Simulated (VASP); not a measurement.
# MgO (I4/mmm) in VASP: notebook

MgO is run at these levels: PBEsol; tasks: single point.

All numbers are computed with VASP 6.6.1; they aren't measurements. Logs are shortened: lines on timing, memory, paths and dates and some standing lists are left out, and cuts for length are marked.

### Step 1. The cell of the first run

Symmetry: I4/mmm, No. 139, tetragonal system. The conventional cell has a = 2.980 Å, b = 2.980 Å, c = 3.582 Å, α = 90.00°, β = 90.00°, γ = 90.00°. Mg (site symmetry 4/mmm) has 6 O at 1.79 to 2.11 Å within 2.4 Å. O (site symmetry 4/mmm) has 6 Mg at 1.79 to 2.11 Å within 2.4 Å.

### Step 2. Single point, PBEsol (strain -0.1500 x Voigt [0, 1, 0, 0, 0, 0])

INCAR

```
SYSTEM = MgO
PREC = Accurate
ENCUT = 520
EDIFF = 1E-6
ISMEAR = 0
SIGMA = 0.05
LREAL = .False.
LASPH = .True.
NELM = 80
ALGO = Normal
ISIF = 2
LWAVE = .False.
LCHARG = .False.
GGA = PS
NBANDS = 11
```

KPOINTS

```
Automatic mesh
0
Gamma
  10 10 10
  0 0 0
```

POSCAR

```
MgO
1.0
    0.0000000000      1.7910398622      2.1071057202
    2.1071057202      0.0000000000      2.1071057202
    2.1071057202      1.7910398622      0.0000000000
Mg O
1 1
Direct
    0.0000000000      0.0000000000      0.0000000000
    0.5000000000      0.5000000000      0.5000000000
```

Potentials or basis: VASP PAW PBE potentials, release 64 (Mg, O).

Started as:

```bash
cat potpaw_PBE.64/Mg/POTCAR potpaw_PBE.64/O/POTCAR > POTCAR
mpirun -np 1 vasp_std > vasp.out
```

OUTCAR:

```text
SYSTEM = MgO
   PREC = Accurate
   ENCUT = 520
   EDIFF = 1E-6
   ISMEAR = 0
   LREAL = .False.
   LASPH = .True.
   NELM = 80
   ISIF = 2
   GGA = PS

 ion  position               nearest neighbor table
   1  0.000  0.000  0.000-   2 1.79   2 1.79   2 2.11   2 2.11   2 2.11   2 2.11
   2  0.500  0.500  0.500-   1 1.79   1 1.79   1 2.11   1 2.11   1 2.11   1 2.11

  LATTYP: Found a body centered tetragonal cell.
 ALAT       =     2.9798974869
 C/A-ratio  =     1.2020815280

  Lattice vectors:

 A1 = (   0.0000000000,  -1.7910398622,   2.1071057202)
 A2 = (   0.0000000000,  -1.7910398622,  -2.1071057202)
 A3 = (   2.1071057202,   1.7910398622,   0.0000000000)

Analysis of symmetry for initial positions (statically):
=====================================================================
 Subroutine PRICEL returns:
 Original cell was already a primitive cell.

 Routine SETGRP: Setting up the symmetry group for a
 body centered tetragonal supercell.

 Subroutine GETGRP returns: Found 16 space group operations
 (whereof 16 operations were pure point group operations)
 out of a pool of 16 trial point group operations.

The static configuration has the point symmetry D_4h.

Analysis of symmetry for dynamics (positions and initial velocities):
=====================================================================
 Subroutine PRICEL returns:
 Original cell was already a primitive cell.

 Routine SETGRP: Setting up the symmetry group for a
 body centered tetragonal supercell.

 Subroutine GETGRP returns: Found 16 space group operations
 (whereof 16 operations were pure point group operations)
 out of a pool of 16 trial point group operations.

The dynamic configuration has the point symmetry D_4h.

 Subroutine INISYM returns: Found 16 space group operations
 (whereof 16 operations are pure point group operations),
 and found     1 'primitive' translations

----------------------------------------------------------------------------------------

                                     Primitive cell

  volume of cell :      15.9041

  direct lattice vectors                    reciprocal lattice vectors
     0.000000000  1.791039862  2.107105720    -0.237292318  0.279167433  0.237292318
     2.107105720  0.000000000  2.107105720     0.237292318 -0.279167433  0.237292318
     2.107105720  1.791039862  0.000000000     0.237292318  0.279167433 -0.237292318

  length of vectors
     2.765450832  2.979897487  2.765450832     0.436520038  0.436520038  0.436520038

[... 88 lines left out ...]
   POTIM  = 0.5000    time-step for ionic-motion
   TEBEG  =    0.0;   TEEND  =   0.0 temperature during run
   PSTRESS=    0.0 pullay stress
   NELECT =       8.0000    total number of electrons
   NUPDOWN=      -1.0000    fix difference up-down
   EMIN   =  10.00;   EMAX   =-10.00  energy-range for DOS
   EFERMI =   0.00;   METHOD = LEGACY
   ISMEAR =     0;   SIGMA  =   0.05  broadening in eV -4-tet -1-fermi 0-gaus
   EFERMI_NEDOS =   21; number of points for ismear=-14 and -15
   IALGO  =     38    algorithm
   IMIX   =      4    mixing-type and parameters
     AMIX     =   0.40;   BMIX     =  1.00
     AMIX_MAG =   1.60;   BMIX_MAG =  1.00
  volume/ion in A,a.u.               =       7.95        53.66
  Fermi-wavevector in a.u.,A,eV,Ry     =   1.301974  2.460373 23.063717  1.695135
  Thomas-Fermi vector in A             =   2.433072
   LORBIT       =      0    0 simple, 1 ext, 2 COOP (PROOUT), +10 PAW based schemes
   GGA     = PS    functional components
   LHFCALC =     F    Hartree Fock is set to
   AEXX    =    0.0000 exact exchange contribution
   IVDW    =     0    specifies the selected vdW correction
   LEPSILON=     F    determine dielectric tensor
   LRPA    =     F    only Hartree local field effects (RPA)
 non-spin polarized calculation
 Gauss-broadening in eV      SIGMA  =   0.05
  energy-cutoff  :      520.00
  volume of cell :       15.90
 maximum number of plane-waves:       442
 NGX is ok and might be reduce to    24
   NGX = 11   NGY = 11   NGZ = 11

 number of electron       8.0000003 magnetization

 Free energy of the ion-electron system (eV)
  ---------------------------------------------------
  ext. energy  EPLUGINS =         0.00000000
  ---------------------------------------------------
  free energy    TOTEN  =       -11.75245947 eV

  energy without entropy =      -11.75245947  energy(sigma->0) =      -11.75245947

 E-fermi :   4.6676     XC(G=0): -12.0720

 val. band max:        4.4377192460   @ k =   0.0000   0.0000   0.0000
 cond. band min:      10.3493486055   @ k =   0.0000   0.0000   0.0000
 fundamental gap:      5.9116293596
 Fermi energy:         4.6676484235

 k-point     1 :       0.0000    0.0000    0.0000
  band No.  band energies     occupation
      1     -13.7882      2.00000
      2       4.1657      2.00000
      3       4.4377      2.00000
      4       4.4377      2.00000
      5      10.3493      0.00000
      6      20.6140      0.00000
      7      20.6140      0.00000
      8      22.4726      0.00000
      9      24.4101      0.00000
     10      25.5888      0.00000
     11      29.8579      0.00000
[... 309 lines left out ...]
 k-point    24 :       0.4000    0.3000   -0.0000
  band No.  band energies     occupation
      1     -12.2822      2.00000
      2       0.0477      2.00000
      3       2.8006      2.00000
      4       3.5232      2.00000
      5      15.2130      0.00000
      6      15.7402      0.00000
      7      19.0179      0.00000
      8      24.2897      0.00000
      9      26.1972      0.00000
     10      31.0399      0.00000
     11      33.2586      0.00000

 [... further k-points ...]

------------------------ aborting loop because EDIFF is reached ----------------------------------------

  FORCE on cell =-STRESS in cart. coord.  units (eV):
  Direction    XX          YY          ZZ          XY          YZ          ZX
  --------------------------------------------------------------------------------------
  -------------------------------------------------------------------------------------
  Total        1.7788627     11.8142069      1.7788627      0.0000000      0.0000000      0.0000000
  in kB      179.2029320   1190.1652167    179.2029320      0.0000000      0.0000000      0.0000000
  external PRESSURE =     516.1903603 kB  Pullay stress =       0.0000000 kB

 VOLUME and BASIS-vectors are now :
 -----------------------------------------------------------------------------
  energy-cutoff  :      520.00
  volume of cell :       15.90
      direct lattice vectors                 reciprocal lattice vectors
     0.000000000  1.791039862  2.107105720    -0.237292318  0.279167433  0.237292318
     2.107105720  0.000000000  2.107105720     0.237292318 -0.279167433  0.237292318
     2.107105720  1.791039862  0.000000000     0.237292318  0.279167433 -0.237292318

 POSITION                                       TOTAL-FORCE (eV/Angst)
 -----------------------------------------------------------------------------------
      0.00000      0.00000      0.00000         0.000000      0.000000     -0.000000
      2.10711      1.79104      2.10711        -0.000000      0.000000      0.000000
 -----------------------------------------------------------------------------------
    total drift:                               -0.000000     -0.000000      0.000000

  FREE ENERGIE OF THE ION-ELECTRON SYSTEM (eV)
  ---------------------------------------------------
  free  energy   TOTEN  =       -11.7524594704 eV

  energy  without entropy=      -11.7524594704  energy(sigma->0) =      -11.75245947
```

Wall time 8.7 s (1 thread of Intel Xeon 6975P-C (Granite Rapids), shared host); peak memory 0.14 GiB.

Results:

| Property | Result |
| --- | --- |
| Free energy | -11.7525 eV |
| Pressure | 51.6 GPa |
| Band gap on the k mesh | 5.91 eV, direct |

Stress tensor (GPa, compression positive):
```
 17.92   0.00   0.00
  0.00 119.02   0.00
  0.00   0.00  17.92
```

Caveat: the cell differs from its parent crystal (strain -0.1500 x Voigt [0, 1, 0, 0, 0, 0]); the PAW data sets were made with another functional, which shifts forces and pressure a little.

### Step 3. Single point, PBEsol (strain -0.1125 x Voigt [0, 1, 0, 0, 0, 0])

INCAR

```
SYSTEM = MgO
ALGO = Normal
EDIFF = 1E-6
ENCUT = 520
GGA = PS
ISIF = 2
ISMEAR = 0
LASPH = .True.
LCHARG = .False.
LREAL = .False.
LWAVE = .False.
NBANDS = 11
NELM = 100
PREC = Accurate
SIGMA = 0.05
```

KPOINTS

```
k-points
0
Gamma
  10 10 10
  0 0 0
```

POSCAR

```
MgO
1.0
    0.0000000000      1.8700563267      2.1071057202
    2.1071057202      0.0000000000      2.1071057202
    2.1071057202      1.8700563267      0.0000000000
Mg O
1 1
Direct
    0.0000000000      0.0000000000      0.0000000000
    0.5000000000      0.5000000000      0.5000000000
```

Potentials or basis: VASP PAW PBE potentials, release 64 (Mg, O).

Started as:

```bash
cat potpaw_PBE.64/Mg/POTCAR potpaw_PBE.64/O/POTCAR > POTCAR
mpirun -np 1 vasp_std > vasp.out
```

OUTCAR:

```text
SYSTEM = MgO
   EDIFF = 1E-6
   ENCUT = 520
   GGA = PS
   ISIF = 2
   ISMEAR = 0
   LASPH = .True.
   LREAL = .False.
   NELM = 100
   PREC = Accurate

 ion  position               nearest neighbor table
   1  0.000  0.000  0.000-   2 1.87   2 1.87   2 2.11   2 2.11   2 2.11   2 2.11
   2  0.500  0.500  0.500-   1 1.87   1 1.87   1 2.11   1 2.11   1 2.11   1 2.11

  LATTYP: Found a body centered tetragonal cell.
 ALAT       =     2.9798974869
 C/A-ratio  =     1.2551145366

  Lattice vectors:

 A1 = (   0.0000000000,  -1.8700563267,   2.1071057202)
 A2 = (   0.0000000000,  -1.8700563267,  -2.1071057202)
 A3 = (   2.1071057202,   1.8700563267,   0.0000000000)

Analysis of symmetry for initial positions (statically):
=====================================================================
 Subroutine PRICEL returns:
 Original cell was already a primitive cell.

 Routine SETGRP: Setting up the symmetry group for a
 body centered tetragonal supercell.

 Subroutine GETGRP returns: Found 16 space group operations
 (whereof 16 operations were pure point group operations)
 out of a pool of 16 trial point group operations.

The static configuration has the point symmetry D_4h.

Analysis of symmetry for dynamics (positions and initial velocities):
[... 166 lines left out ...]

 k-point     1 :       0.0000    0.0000    0.0000
  band No.  band energies     occupation
      1     -13.8835      2.00000
      2       3.8249      2.00000
      3       4.0632      2.00000
      4       4.0632      2.00000
      5       9.6839      0.00000
      6      20.0165      0.00000
      7      20.0165      0.00000
      8      21.3549      0.00000
      9      24.4185      0.00000
     10      24.6621      0.00000
     11      29.0482      0.00000
[... 309 lines left out ...]
 k-point    24 :       0.4000    0.3000    0.0000
  band No.  band energies     occupation
      1     -12.4396      2.00000
      2      -0.1128      2.00000
      3       2.4698      2.00000
      4       3.0763      2.00000
      5      14.4866      0.00000
      6      14.9830      0.00000
      7      18.2934      0.00000
      8      23.3842      0.00000
      9      24.9052      0.00000
     10      30.2322      0.00000
     11      32.7242      0.00000

 [... further k-points ...]
[... 5 lines left out ...]
  --------------------------------------------------------------------------------------
  -------------------------------------------------------------------------------------
  Total        1.2798411      7.1217758      1.2798411     -0.0000000     -0.0000000      0.0000000
  in kB      123.4836038    687.1341629    123.4836038     -0.0000000     -0.0000000      0.0000000
  external PRESSURE =     311.3671235 kB  Pullay stress =       0.0000000 kB

 VOLUME and BASIS-vectors are now :
 -----------------------------------------------------------------------------
  energy-cutoff  :      520.00
  volume of cell :       16.61
      direct lattice vectors                 reciprocal lattice vectors
     0.000000000  1.870056327  2.107105720    -0.237292318  0.267371626  0.237292318
     2.107105720  0.000000000  2.107105720     0.237292318 -0.267371626  0.237292318
     2.107105720  1.870056327  0.000000000     0.237292318  0.267371626 -0.237292318

 POSITION                                       TOTAL-FORCE (eV/Angst)
 -----------------------------------------------------------------------------------
      0.00000      0.00000      0.00000         0.000000     -0.000000     -0.000000
      2.10711      1.87006      2.10711        -0.000000      0.000000      0.000000
 -----------------------------------------------------------------------------------
    total drift:                               -0.000000     -0.000000      0.000000

  FREE ENERGIE OF THE ION-ELECTRON SYSTEM (eV)
  ---------------------------------------------------
  free  energy   TOTEN  =       -12.1569527060 eV

  energy  without entropy=      -12.1569527060  energy(sigma->0) =      -12.15695271
```

stdout:

```text
POSCAR found type information on POSCAR MgO
 POSCAR found :  2 types and       2 ions
 scaLAPACK will be used
 -----------------------------------------------------------------------------
|                                                                             |
|                                                                             |
|     You enforced a specific xc type in the INCAR file but a different       |
|     I HOPE YOU KNOW WHAT YOU ARE DOING!                                     |
|                                                                             |
 -----------------------------------------------------------------------------

 LDA part: xc-table for (Slater+PW92), standard interpolation
 POSCAR, INCAR and KPOINTS ok, starting setup
 FFT: planning ... GRIDC
 FFT: planning ... GRID_SOFT
 FFT: planning ... GRID
 WAVECAR not read
 entering main loop
```

Run time: 9.4 s. Hardware: 1 thread of Intel Xeon 6975P-C (Granite Rapids), shared host; peak memory 0.15 GiB.

Results:

| Quantity | Value |
| --- | --- |
| Free energy | -12.1570 eV |
| Pressure | 31.1 GPa |
| Band gap on the k mesh | 5.62 eV, direct |

Caveat: the cell differs from its parent crystal (strain -0.1125 x Voigt [0, 1, 0, 0, 0, 0]); the PAW data sets were made with another functional, which shifts forces and pressure a little.

### Step 4. Single point, PBEsol (strain -0.0750 x Voigt [0, 1, 0, 0, 0, 0])

INCAR

```
SYSTEM = MgO
PREC = Accurate
ENCUT = 520
EDIFF = 1E-6
ISMEAR = 0
SIGMA = 0.05
LREAL = .False.
LASPH = .True.
NELM = 60
ALGO = Normal
ISIF = 2
LWAVE = .False.
LCHARG = .False.
GGA = PS
NBANDS = 11
```

KPOINTS

```
regular mesh
0
Gamma
  10 10 10
  0 0 0
```

POSCAR

```
MgO
1.0
    0.0000000000      1.9490727912      2.1071057202
    2.1071057202      0.0000000000      2.1071057202
    2.1071057202      1.9490727912      0.0000000000
Mg O
1 1
Direct
    0.0000000000      0.0000000000      0.0000000000
    0.5000000000      0.5000000000      0.5000000000
```

Started as:

```bash
cat potpaw_PBE.64/Mg/POTCAR potpaw_PBE.64/O/POTCAR > POTCAR
mpirun -np 1 vasp_std > vasp.out
```

It took 8 s on 1 thread of Intel Xeon 6975P-C (Granite Rapids), shared host; peak memory 0.15 GiB.

It converged, with:

```yaml
Free_energy: -12.3807 eV
Pressure: 16.7 GPa
Band_gap_on_the_k_mesh: 5.30 eV, direct
```

Stress tensor (GPa, compression positive):
```
 7.42  0.00  0.00
 0.00 35.36  0.00
 0.00  0.00  7.42
```

Levels at points of the mesh, in eV from the valence-band top:
```tsv
k point	band 2	band 3	band 4	band 5	band 6	band 7
(0.00, 0.00, 0.00)	-0.17	0.00	0.00	5.30	15.79	15.79
(0.50, 0.00, 0.00)	-5.08	-0.91	-0.74	8.14	13.26	16.05
(0.50, 0.50, 0.00)	-4.63	-1.62	-1.16	9.30	10.75	13.39
(0.50, 0.00, 0.50)	-4.26	-1.78	-1.78	8.39	10.67	14.44
```

Caveat: the cell differs from its parent crystal (strain -0.0750 x Voigt [0, 1, 0, 0, 0, 0]); the PAW data sets were made with another functional, which shifts forces and pressure a little.

### Step 5. Single point, PBEsol (strain +0.1125 x Voigt [0, 1, 0, 0, 0, 0])

INCAR

```
SYSTEM = MgO
  ALGO = Normal
  EDIFF = 1E-6
  ENCUT = 520
  GGA = PS
  ISIF = 2
  ISMEAR = 0
  LASPH = .TRUE.
  LCHARG = .FALSE.
  LREAL = .FALSE.
  LWAVE = .FALSE.
  NBANDS = 11
  NELM = 80
  PREC = Accurate
  SIGMA = 0.05
```

KPOINTS

```
k-points
0
G
  10 10 10
  0 0 0
```

POSCAR

```
MgO
1.0
    0.0000000000      2.3441551137      2.1071057202
    2.1071057202      0.0000000000      2.1071057202
    2.1071057202      2.3441551137      0.0000000000
Mg O
1 1
Direct
    0.0000000000      0.0000000000      0.0000000000
    0.5000000000      0.5000000000      0.5000000000
```

Started as:

```bash
cat potpaw_PBE.64/Mg/POTCAR potpaw_PBE.64/O/POTCAR > POTCAR
mpirun -np 1 vasp_std > vasp.out
```

Run time: 8.1 s. Hardware: 1 thread of Intel Xeon 6975P-C (Granite Rapids), shared host; peak memory 0.15 GiB.

It converged, with:

| Property | Result |
| --- | --- |
| Free energy | -12.3689 eV |
| Pressure | -11.5 GPa |
| Band gap on the k mesh | 3.52 eV, direct |

Stress tensor (GPa, compression positive):
```
 -8.60   0.00   0.00
  0.00 -17.23   0.00
  0.00   0.00  -8.60
```

Levels at points of the mesh, in eV from the valence-band top:
| k point | band 1 | band 2 | band 3 | band 4 | band 5 | band 6 | band 7 | band 8 | band 9 |
| --- | --- | --- | --- | --- | --- | --- | --- | --- | --- |
| (0.00, 0.00, 0.00) | -16.81 | -0.19 | -0.19 | 0.00 | 3.52 | 14.33 | 15.41 | 15.41 | 18.64 |
| (0.50, 0.00, 0.00) | -15.75 | -4.33 | -0.79 | -0.58 | 6.94 | 11.14 | 14.20 | 16.20 | 19.05 |
| (0.50, 0.50, 0.00) | -15.45 | -3.73 | -1.79 | -1.11 | 8.46 | 8.72 | 12.22 | 15.91 | 17.78 |
| (0.50, 0.00, 0.50) | -15.72 | -3.99 | -1.07 | -1.07 | 8.84 | 9.40 | 10.89 | 18.06 | 18.06 |

Caveat: the cell differs from its parent crystal (strain +0.1125 x Voigt [0, 1, 0, 0, 0, 0]); the PAW data sets were made with another functional, which shifts forces and pressure a little.

### Step 6. Overview

| cell | gap on the mesh (eV) | pressure (GPa) |
| --- | --- | --- |
| a = 2.765, b = 2.980 Å, angles 57.4, 65.2, 57.4°, 2 atoms | 5.91 | 51.6 |
| a = 2.817, b = 2.980 Å, angles 58.1, 63.9, 58.1°, 2 atoms | 5.62 | 31.1 |
| a = 2.870, b = 2.980 Å, angles 58.7, 62.5, 58.7°, 2 atoms | 5.30 | 16.7 |
| a = 3.152, b = 2.980 Å, angles 61.8, 56.4, 61.8°, 2 atoms | 3.52 | -11.5 |

Alike in all rows: task single point; level PBEsol; potentials or basis VASP PAW PBE potentials, release 64 (Mg, O); no spin polarisation; k mesh 10 × 10 × 10; cutoff (eV) 520; smearing gaussian 0.05 eV.

Caveats: the PAW data sets were made with another functional, which shifts forces and pressure a little.

Total energies depend on the potentials used, so only differences within one code and one set of settings carry meaning.
